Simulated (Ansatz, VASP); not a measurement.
## Two plane-wave programs on In27P26

```
In P
1.0
     0.00000    8.79150    8.79150
     8.79150    0.00000    8.79150
     8.79150    8.79150    0.00000
In P
27 26
Direct
  0.00171 0.00227 0.00146
  0.00237 0.00257 0.32619
  0.99889 0.99904 0.66758
  0.00211 0.32693 0.00204
  0.99916 0.33410 0.33389
  0.99911 0.33424 0.66597
  0.99896 0.66769 0.99884
  0.99909 0.66641 0.33386
  0.99891 0.66784 0.66757
  0.32601 0.00268 0.00226
  0.33397 0.99932 0.33391
  0.33413 0.99924 0.66606
  0.33399 0.33398 0.99913
  0.33334 0.33339 0.33330
  0.33393 0.33406 0.66607
  0.33397 0.66636 0.99906
  0.33392 0.66635 0.33380
  0.33417 0.66644 0.66625
  0.66761 0.99902 0.99887
  0.66616 0.99922 0.33408
  0.66764 0.99908 0.66768
  0.66608 0.33415 0.99905
  0.66613 0.33404 0.33390
  0.66630 0.33434 0.66625
  0.66766 0.66780 0.99885
  0.66628 0.66646 0.33410
  0.66634 0.66642 0.66632
  0.08331 0.08344 0.41454
  0.08346 0.08357 0.75158
  0.08332 0.41463 0.08322
  0.08349 0.41684 0.41639
  0.08329 0.41470 0.75194
  0.08328 0.75224 0.08317
  0.08324 0.75236 0.41442
  0.08401 0.74984 0.74965
  0.41456 0.08334 0.08325
  0.41664 0.08358 0.41654
  0.41453 0.08342 0.75208
  0.41650 0.41676 0.08345
  0.41657 0.41677 0.41650
  0.41672 0.41686 0.74981
  0.41450 0.75241 0.08314
  0.41671 0.75000 0.41668
  0.41677 0.74992 0.74978
  0.75178 0.08348 0.08340
  0.75216 0.08340 0.41451
  0.74971 0.08418 0.74969
  0.75201 0.41465 0.08325
  0.74985 0.41689 0.41666
  0.74983 0.41685 0.74978
  0.74975 0.74982 0.08394
  0.74980 0.74992 0.41674
  0.74971 0.74986 0.74965
```

Alike in both runs: task single point; functional PBE; k mesh 1 × 1 × 1; occupations gaussian, width 0.05 eV; collinear spin.

```csv
,VASP,Ansatz
version,VASP 6.6.1,Ansatz 0.2.0
potentials or method,"VASP PAW PBE potentials, release 64 (In_d, P), cutoff 400 eV","scalar-relativistic, plane waves, PAW"
valence electrons in the cell,481,481
```

```csv
,VASP,Ansatz,Ansatz less VASP
rms of the force components (eV/Å),0.006,0.006,0.0000
net moment per atom (μB),0.00,0.00,0.000
```

Atom by atom the forces differ by 0.001 eV/Å (rms over components). Ansatz's warnings: seeded moment not kept.
